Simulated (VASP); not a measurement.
# PbSe (Fm-3m) in VASP: a series of runs

PbSe is run at these levels: PBE; tasks: single point.

Everything below comes from runs of VASP 6.6.1. Logs are shortened: lines on timing, memory, paths and dates and some standing lists are left out, and cuts for length are marked.

### Step 1. The cell of the first run

It takes space group Fm-3m (No. 225, cubic). The conventional cell has a = 6.083 Å, b = 6.083 Å, c = 6.083 Å, α = 90.00°, β = 90.00°, γ = 90.00°. Pb (site symmetry m-3m) has 6 Se at 3.04 Å within 4.0 Å. Within 4.0 Å of Se (site symmetry m-3m) lie 6 Pb at 3.04 Å.

### Step 2. Single point, PBE (volume scaled by 0.98)

INCAR

```
SYSTEM = PbSe
ALGO = Normal
EDIFF = 1E-7
ENCUT = 520
GGA = PE
ISIF = 2
ISMEAR = -1
LASPH = .TRUE.
LCHARG = .FALSE.
LREAL = .FALSE.
LWAVE = .FALSE.
NBANDS = 17
NELM = 100
PREC = Accurate
SIGMA = 0.01
```

KPOINTS

```
k-points
0
G
  9 9 9
  0 0 0
```

POSCAR

```
PbSe
1.0
    0.0000000000      3.0415980385      3.0415980385
    3.0415980385      0.0000000000      3.0415980385
    3.0415980385      3.0415980385      0.0000000000
Pb Se
1 1
Direct
    0.0000000000      0.0000000000      0.0000000000
    0.5000000000      0.5000000000      0.5000000000
```

Potentials or basis: VASP PAW PBE potentials, release 64 (Pb_d, Se).

Command:

```
cat potpaw_PBE.64/Pb_d/POTCAR potpaw_PBE.64/Se/POTCAR > POTCAR
mpirun -np 1 vasp_std > vasp.out
```

OUTCAR:

```text
SYSTEM = PbSe
   EDIFF = 1E-7
   ENCUT = 520
   GGA = PE
   ISIF = 2
   ISMEAR = -1
   LASPH = .TRUE.
   LREAL = .FALSE.
   NELM = 100
   PREC = Accurate

 ion  position               nearest neighbor table
   1  0.000  0.000  0.000-   2 3.04   2 3.04   2 3.04   2 3.04   2 3.04   2 3.04
   2  0.500  0.500  0.500-   1 3.04   1 3.04   1 3.04   1 3.04   1 3.04   1 3.04

  LATTYP: Found a face centered cubic cell.
 ALAT       =     6.0831960770

  Lattice vectors:

 A1 = (   0.0000000000,   3.0415980385,   3.0415980385)
 A2 = (   3.0415980385,   0.0000000000,   3.0415980385)
 A3 = (   3.0415980385,   3.0415980385,   0.0000000000)

Analysis of symmetry for initial positions (statically):
=====================================================================
 Subroutine PRICEL returns:
 Original cell was already a primitive cell.

 Routine SETGRP: Setting up the symmetry group for a
 face centered cubic supercell.

 Subroutine GETGRP returns: Found 48 space group operations
 (whereof 48 operations were pure point group operations)
 out of a pool of 48 trial point group operations.

The static configuration has the point symmetry O_h .

Analysis of symmetry for dynamics (positions and initial velocities):
=====================================================================
 Subroutine PRICEL returns:
 Original cell was already a primitive cell.

 Routine SETGRP: Setting up the symmetry group for a
 face centered cubic supercell.

 Subroutine GETGRP returns: Found 48 space group operations
 (whereof 48 operations were pure point group operations)
 out of a pool of 48 trial point group operations.

The dynamic configuration has the point symmetry O_h .

 Subroutine INISYM returns: Found 48 space group operations
 (whereof 48 operations are pure point group operations),
 and found     1 'primitive' translations

----------------------------------------------------------------------------------------

                                     Primitive cell

  volume of cell :      56.2776

  direct lattice vectors                    reciprocal lattice vectors
     0.000000000  3.041598039  3.041598039    -0.164387271  0.164387271  0.164387271
     3.041598039  0.000000000  3.041598039     0.164387271 -0.164387271  0.164387271
     3.041598039  3.041598039  0.000000000     0.164387271  0.164387271 -0.164387271

  length of vectors
     4.301469197  4.301469197  4.301469197     0.284727105  0.284727105  0.284727105

[... 73 lines left out ...]
   ICHARG =      2    charge: 1-file 2-atom 10-const
   ISPIN  =      1    spin polarized calculation?
   LNONCOLLINEAR =      F non collinear calculations
   LSORBIT =      F    spin-orbit coupling
   LASPH  =      T    aspherical Exc in radial PAW
   ENCUT  =  520.0 eV  38.22 Ry    6.18 a.u.   8.00  8.00  8.00*2*pi/ulx,y,z
   NELM   =    100;   NELMIN=  2; NELMDL= -5     # of ELM steps
   EDIFF  = 0.1E-06   stopping-criterion for ELM
   LREAL  =      F    real-space projection
   EDIFFG = 0.1E-05   stopping-criterion for IOM
   NSW    =      0    number of steps for IOM
   IBRION =     -1    ionic relax: 0-MD 1-quasi-New 2-CG
   NFREE  =      0    steps in history (QN), initial steepest desc. (CG)
   ISIF   =      2    stress and relaxation
   ISYM   =      2    0-nonsym 1-usesym 2-fastsym
   POTIM  = 0.5000    time-step for ionic-motion
   TEBEG  =    0.0;   TEEND  =   0.0 temperature during run
   PSTRESS=    0.0 pullay stress
   NELECT =      20.0000    total number of electrons
   NUPDOWN=      -1.0000    fix difference up-down
   EMIN   =  10.00;   EMAX   =-10.00  energy-range for DOS
   EFERMI =   0.00;   METHOD = LEGACY
   ISMEAR =    -1;   SIGMA  =   0.01  broadening in eV -4-tet -1-fermi 0-gaus
   EFERMI_NEDOS =   21; number of points for ismear=-14 and -15
   IALGO  =     38    algorithm
   IMIX   =      4    mixing-type and parameters
     AMIX     =   0.40;   BMIX     =  1.00
     AMIX_MAG =   1.60;   BMIX_MAG =  1.00
  volume/ion in A,a.u.               =      28.14       189.89
  Fermi-wavevector in a.u.,A,eV,Ry     =   1.159595  2.191317 18.295219  1.344661
  Thomas-Fermi vector in A             =   2.296186
   LORBIT       =      0    0 simple, 1 ext, 2 COOP (PROOUT), +10 PAW based schemes
   GGA     = PE    functional components
   LHFCALC =     F    Hartree Fock is set to
   AEXX    =    0.0000 exact exchange contribution
   IVDW    =     0    specifies the selected vdW correction
   LEPSILON=     F    determine dielectric tensor
   LRPA    =     F    only Hartree local field effects (RPA)
 non-spin polarized calculation
  energy-cutoff  :      520.00
  volume of cell :       56.28
 maximum number of plane-waves:      1536
   NGX = 15   NGY = 15   NGZ = 15

 number of electron      20.0000005 magnetization

 Free energy of the ion-electron system (eV)
  ---------------------------------------------------
  ext. energy  EPLUGINS =         0.00000000
  ---------------------------------------------------
  free energy    TOTEN  =        -8.15840037 eV

  energy without entropy =       -8.15840037  energy(sigma->0) =       -8.15840037

 E-fermi :   5.3778     XC(G=0):  -9.6173

 val. band max:        5.1219932269   @ k =   0.4444   0.0000   0.0000
 cond. band min:       5.7910933236   @ k =   0.4444   0.0000   0.0000
 fundamental gap:      0.6691000966
 Fermi energy:         5.3778428318

 k-point     1 :       0.0000    0.0000    0.0000
  band No.  band energies     occupation
      1     -11.5655      2.00000
      2     -11.5655      2.00000
      3     -11.5655      2.00000
      4     -11.5624      2.00000
      5     -11.5624      2.00000
      6      -8.4527      2.00000
[... 457 lines left out ...]
      4     -11.5189      2.00000
      5     -11.5189      2.00000
      6      -7.0034      2.00000
[... 9 lines left out ...]
     16      16.9365      0.00000
     17      17.8844      0.00000

 [... further k-points ...]
[... 5 lines left out ...]
  --------------------------------------------------------------------------------------
  -------------------------------------------------------------------------------------
  Total        1.2323258      1.2323258      1.2323258      0.0000000      0.0000000     -0.0000000
  in kB       35.0833196     35.0833196     35.0833196      0.0000000      0.0000000     -0.0000000
  external PRESSURE =      35.0833196 kB  Pullay stress =       0.0000000 kB

 VOLUME and BASIS-vectors are now :
 -----------------------------------------------------------------------------
  energy-cutoff  :      520.00
  volume of cell :       56.28
      direct lattice vectors                 reciprocal lattice vectors
     0.000000000  3.041598039  3.041598039    -0.164387271  0.164387271  0.164387271
     3.041598039  0.000000000  3.041598039     0.164387271 -0.164387271  0.164387271
     3.041598039  3.041598039  0.000000000     0.164387271  0.164387271 -0.164387271

 POSITION                                       TOTAL-FORCE (eV/Angst)
 -----------------------------------------------------------------------------------
      0.00000      0.00000      0.00000         0.000000     -0.000000     -0.000000
      3.04160      3.04160      3.04160        -0.000000      0.000000      0.000000
 -----------------------------------------------------------------------------------
    total drift:                                0.000000     -0.000000     -0.000000

  FREE ENERGIE OF THE ION-ELECTRON SYSTEM (eV)
  ---------------------------------------------------
  free  energy   TOTEN  =        -8.1584003712 eV

  energy  without entropy=       -8.1584003712  energy(sigma->0) =       -8.15840037
```

OSZICAR:

```text
N       E                     dE             d eps       ncg     rms          rms(c)
DAV:   1     0.158002704036E+03    0.15800E+03   -0.95902E+03  1190   0.120E+03
DAV:   2     0.345143246550E+01   -0.15455E+03   -0.14924E+03  1282   0.310E+02
DAV:   3    -0.813648864361E+01   -0.11588E+02   -0.11399E+02  1510   0.889E+01
DAV:   4    -0.842519539319E+01   -0.28871E+00   -0.28855E+00  1496   0.155E+01
DAV:   5    -0.843465697577E+01   -0.94616E-02   -0.94611E-02  1653   0.273E+00    0.281E+00
DAV:   6    -0.816053412537E+01    0.27412E+00   -0.66349E-01  1850   0.572E+00    0.162E+00
DAV:   7    -0.815545118191E+01    0.50829E-02   -0.11774E-01  1474   0.167E+00    0.862E-01
DAV:   8    -0.815869084860E+01   -0.32397E-02   -0.12268E-02  1441   0.122E+00    0.138E-01
DAV:   9    -0.815834908549E+01    0.34176E-03   -0.25812E-03  1853   0.508E-01    0.490E-02
DAV:  10    -0.815839430375E+01   -0.45218E-04   -0.21814E-04  1394   0.852E-02    0.188E-02
DAV:  11    -0.815840033395E+01   -0.60302E-05   -0.65581E-05  1634   0.795E-02    0.930E-03
DAV:  12    -0.815840033464E+01   -0.69303E-09   -0.36579E-06  1508   0.140E-02    0.270E-03
DAV:  13    -0.815840037118E+01   -0.36540E-07   -0.10187E-07  1228   0.361E-03
   1 F= -.81584004E+01 E0= -.81584004E+01  d E =-.451463E-13
```

Run time: 54 s. Hardware: 1 thread of AMD EPYC 7R13, shared host; peak memory 0.16 GiB.

Results:

| Item | Value |
| --- | --- |
| Free energy | -8.1584 eV |
| Pressure | 3.5 GPa |

Caveat: this odd mesh misses L, where the gap lies, so gap, dielectric constants and Born charges aren't listed; spin-orbit coupling is left out, which moves the levels of the heavy elements.

### Step 3. Single point, PBE (volume scaled by 0.99)

INCAR

```
SYSTEM = PbSe
PREC = Accurate
ENCUT = 520
EDIFF = 1E-6
ISMEAR = -1
SIGMA = 0.01
LREAL = .False.
LASPH = .True.
NELM = 80
ALGO = Normal
ISIF = 2
LWAVE = .False.
LCHARG = .False.
GGA = PE
NBANDS = 17
```

KPOINTS

```
regular mesh
0
Gamma
  9 9 9
  0 0 0
```

POSCAR

```
PbSe
1.0
    0.0000000000      3.0519086191      3.0519086191
    3.0519086191      0.0000000000      3.0519086191
    3.0519086191      3.0519086191      0.0000000000
Pb Se
1 1
Direct
    0.0000000000      0.0000000000      0.0000000000
    0.5000000000      0.5000000000      0.5000000000
```

Potentials or basis: VASP PAW PBE potentials, release 64 (Pb_d, Se).

Command:

```
cat potpaw_PBE.64/Pb_d/POTCAR potpaw_PBE.64/Se/POTCAR > POTCAR
mpirun -np 1 vasp_std > vasp.out
```

It took 52 s on 1 thread of AMD EPYC 7R13, shared host; peak memory 0.16 GiB.

It converged, with:

```
Free energy : -8.1700 eV
Pressure    : 2.9 GPa
```

Levels at points of the mesh, in eV from the Fermi level:
| k point | band 8 | band 9 | band 10 | band 11 | band 12 | band 13 |
| --- | --- | --- | --- | --- | --- | --- |
| (0.00, 0.00, 0.00) | -2.00 | -2.00 | -2.00 | 4.65 | 4.65 | 4.65 |

Caveat: this odd mesh misses L, where the gap lies, so gap, dielectric constants and Born charges aren't listed; spin-orbit coupling is left out, which moves the levels of the heavy elements.

### Step 4. Single point, PBE (volume scaled by 1.01)

INCAR

```
PREC = Accurate
ENCUT = 520
EDIFF = 1E-6
ISMEAR = -1
SIGMA = 0.01
LREAL = F
LASPH = T
NELM = 80
ALGO = Normal
ISIF = 2
LWAVE = F
LCHARG = T
GGA = PE
LELF = T
LVHAR = T
NBANDS = 17
```

KPOINTS

```
regular mesh
0
Gamma
  9 9 9
```

POSCAR

```
PbSe
1.0
    0.0000000000      3.0723233306      3.0723233306
    3.0723233306      0.0000000000      3.0723233306
    3.0723233306      3.0723233306      0.0000000000
Pb Se
1 1
Direct
    0.0000000000      0.0000000000      0.0000000000
    0.5000000000      0.5000000000      0.5000000000
```

Potentials or basis: VASP PAW PBE potentials, release 64 (Pb_d, Se).

Command:

```
cat potpaw_PBE.64/Pb_d/POTCAR potpaw_PBE.64/Se/POTCAR > POTCAR
mpirun -np 1 vasp_std > vasp.out
```

OUTCAR:

```text
PREC = Accurate
   ENCUT = 520
   EDIFF = 1E-6
   ISMEAR = -1
   LREAL = F
   LASPH = T
   NELM = 80
   ISIF = 2
   GGA = PE

 ion  position               nearest neighbor table
   1  0.000  0.000  0.000-   2 3.07   2 3.07   2 3.07   2 3.07   2 3.07   2 3.07
   2  0.500  0.500  0.500-   1 3.07   1 3.07   1 3.07   1 3.07   1 3.07   1 3.07

  LATTYP: Found a face centered cubic cell.
 ALAT       =     6.1446466612

  Lattice vectors:

 A1 = (   0.0000000000,   3.0723233306,   3.0723233306)
 A2 = (   3.0723233306,   0.0000000000,   3.0723233306)
 A3 = (   3.0723233306,   3.0723233306,   0.0000000000)

Analysis of symmetry for initial positions (statically):
=====================================================================
 Subroutine PRICEL returns:
 Original cell was already a primitive cell.

 Routine SETGRP: Setting up the symmetry group for a
 face centered cubic supercell.

 Subroutine GETGRP returns: Found 48 space group operations
 (whereof 48 operations were pure point group operations)
 out of a pool of 48 trial point group operations.

The static configuration has the point symmetry O_h .

Analysis of symmetry for dynamics (positions and initial velocities):
=====================================================================
 Subroutine PRICEL returns:
 Original cell was already a primitive cell.

 Routine SETGRP: Setting up the symmetry group for a
 face centered cubic supercell.

 Subroutine GETGRP returns: Found 48 space group operations
 (whereof 48 operations were pure point group operations)
 out of a pool of 48 trial point group operations.

The dynamic configuration has the point symmetry O_h .

 Subroutine INISYM returns: Found 48 space group operations
 (whereof 48 operations are pure point group operations),
 and found     1 'primitive' translations

[... 102 lines left out ...]
   POTIM  = 0.5000    time-step for ionic-motion
   TEBEG  =    0.0;   TEEND  =   0.0 temperature during run
   PSTRESS=    0.0 pullay stress
   NELECT =      20.0000    total number of electrons
   NUPDOWN=      -1.0000    fix difference up-down
   EMIN   =  10.00;   EMAX   =-10.00  energy-range for DOS
   EFERMI =   0.00;   METHOD = LEGACY
   ISMEAR =    -1;   SIGMA  =   0.01  broadening in eV -4-tet -1-fermi 0-gaus
   EFERMI_NEDOS =   21; number of points for ismear=-14 and -15
   IALGO  =     38    algorithm
   IMIX   =      4    mixing-type and parameters
     AMIX     =   0.40;   BMIX     =  1.00
     AMIX_MAG =   1.60;   BMIX_MAG =  1.00
  volume/ion in A,a.u.               =      29.00       195.70
  Fermi-wavevector in a.u.,A,eV,Ry     =   1.147998  2.169402 17.931119  1.317900
  Thomas-Fermi vector in A             =   2.284675
   LORBIT       =      0    0 simple, 1 ext, 2 COOP (PROOUT), +10 PAW based schemes
   GGA     = PE    functional components
   LHFCALC =     F    Hartree Fock is set to
   AEXX    =    0.0000 exact exchange contribution
   IVDW    =     0    specifies the selected vdW correction
   LEPSILON=     F    determine dielectric tensor
   LRPA    =     F    only Hartree local field effects (RPA)
 non-spin polarized calculation
  energy-cutoff  :      520.00
  volume of cell :       58.00
 maximum number of plane-waves:      1580
   NGX = 17   NGY = 17   NGZ = 17

 number of electron      19.9999996 magnetization

 Free energy of the ion-electron system (eV)
  ---------------------------------------------------
  ext. energy  EPLUGINS =         0.00000000
  ---------------------------------------------------
  free energy    TOTEN  =        -8.18700159 eV

  energy without entropy =       -8.18700159  energy(sigma->0) =       -8.18700159

 E-fermi :   5.0204     XC(G=0):  -9.4777

 val. band max:        4.7512387177   @ k =   0.4444   0.0000   0.0000
 cond. band min:       5.4594417348   @ k =   0.4444   0.0000   0.0000
 fundamental gap:      0.7082030171
 Fermi energy:         5.0203786533

 k-point     1 :       0.0000    0.0000    0.0000
  band No.  band energies     occupation
      1     -11.8903      2.00000
      2     -11.8903      2.00000
      3     -11.8903      2.00000
      4     -11.8858      2.00000
      5     -11.8858      2.00000
      6      -8.5700      2.00000
[... 457 lines left out ...]
      4     -11.8491      2.00000
      5     -11.8491      2.00000
      6      -7.2332      2.00000
[... 9 lines left out ...]
     16      16.3504      0.00000
     17      17.4868      0.00000

 [... further k-points ...]
[... 5 lines left out ...]
  --------------------------------------------------------------------------------------
  -------------------------------------------------------------------------------------
  Total        0.6351981      0.6351981      0.6351981      0.0000000      0.0000000      0.0000000
  in kB       17.5464411     17.5464411     17.5464411      0.0000000      0.0000000      0.0000000
  external PRESSURE =      17.5464411 kB  Pullay stress =       0.0000000 kB

 VOLUME and BASIS-vectors are now :
 -----------------------------------------------------------------------------
  energy-cutoff  :      520.00
  volume of cell :       58.00
      direct lattice vectors                 reciprocal lattice vectors
     0.000000000  3.072323331  3.072323331    -0.162743288  0.162743288  0.162743288
     3.072323331  0.000000000  3.072323331     0.162743288 -0.162743288  0.162743288
     3.072323331  3.072323331  0.000000000     0.162743288  0.162743288 -0.162743288

 POSITION                                       TOTAL-FORCE (eV/Angst)
 -----------------------------------------------------------------------------------
      0.00000      0.00000      0.00000        -0.000000      0.000000     -0.000000
      3.07232      3.07232      3.07232         0.000000     -0.000000      0.000000
 -----------------------------------------------------------------------------------
    total drift:                                0.000000     -0.000000     -0.000000

  FREE ENERGIE OF THE ION-ELECTRON SYSTEM (eV)
  ---------------------------------------------------
  free  energy   TOTEN  =        -8.1870015896 eV

  energy  without entropy=       -8.1870015896  energy(sigma->0) =       -8.18700159
```

OSZICAR:

```text
N       E                     dE             d eps       ncg     rms          rms(c)
DAV:   1     0.155771908380E+03    0.15577E+03   -0.96988E+03  1190   0.121E+03
DAV:   2     0.277758779800E+01   -0.15299E+03   -0.14684E+03  1289   0.305E+02
DAV:   3    -0.821804084762E+01   -0.10996E+02   -0.10932E+02  1488   0.876E+01
DAV:   4    -0.847419754817E+01   -0.25616E+00   -0.25600E+00  1478   0.151E+01
DAV:   5    -0.848306675872E+01   -0.88692E-02   -0.88684E-02  1693   0.276E+00    0.275E+00
DAV:   6    -0.818840104664E+01    0.29467E+00   -0.73064E-01  1801   0.580E+00    0.154E+00
DAV:   7    -0.818391865068E+01    0.44824E-02   -0.12307E-01  1454   0.167E+00    0.854E-01
DAV:   8    -0.818744672844E+01   -0.35281E-02   -0.13813E-02  1441   0.127E+00    0.177E-01
DAV:   9    -0.818692164574E+01    0.52508E-03   -0.30297E-03  1833   0.528E-01    0.523E-02
DAV:  10    -0.818699402537E+01   -0.72380E-04   -0.23435E-04  1386   0.867E-02    0.188E-02
DAV:  11    -0.818700158669E+01   -0.75613E-05   -0.56902E-05  1534   0.753E-02    0.831E-03
DAV:  12    -0.818700158960E+01   -0.29036E-08   -0.30367E-06  1494   0.121E-02
   1 F= -.81870016E+01 E0= -.81870016E+01  d E =-.125493E-13
```

stdout:

```text
POSCAR found type information on POSCAR PbSe
 POSCAR found :  2 types and       2 ions
 scaLAPACK will be used
 LDA part: xc-table for (Slater+PW92), standard interpolation
 POSCAR, INCAR and KPOINTS ok, starting setup
 FFT: planning ... GRIDC
 FFT: planning ... GRID_SOFT
 FFT: planning ... GRID
 WAVECAR not read
 entering main loop
```

It took 56 s on 1 thread of AMD EPYC 7R13, shared host; peak memory 0.16 GiB.

Results:

| Quantity | Value |
| --- | --- |
| Free energy | -8.1870 eV |
| Pressure | 1.8 GPa |

Caveat: this odd mesh misses L, where the gap lies, so gap, dielectric constants and Born charges aren't listed; spin-orbit coupling is left out, which moves the levels of the heavy elements.

### Step 5. The runs side by side

```tsv
cell	pressure (GPa)
a = 4.301 Å, angles 60.0°, 2 atoms	3.5
a = 4.316 Å, angles 60.0°, 2 atoms	2.9
a = 4.345 Å, angles 60.0°, 2 atoms	1.8
```

Alike in all rows: task single point; level PBE; potentials or basis VASP PAW PBE potentials, release 64 (Pb_d, Se); no spin polarisation; k mesh 9 × 9 × 9; cutoff (eV) 520; smearing fermi-dirac 0.01 eV.

Caveats: spin-orbit coupling is left out, which moves the levels of the heavy elements.

Total energies depend on the potentials used, so only differences within one code and one set of settings carry meaning.
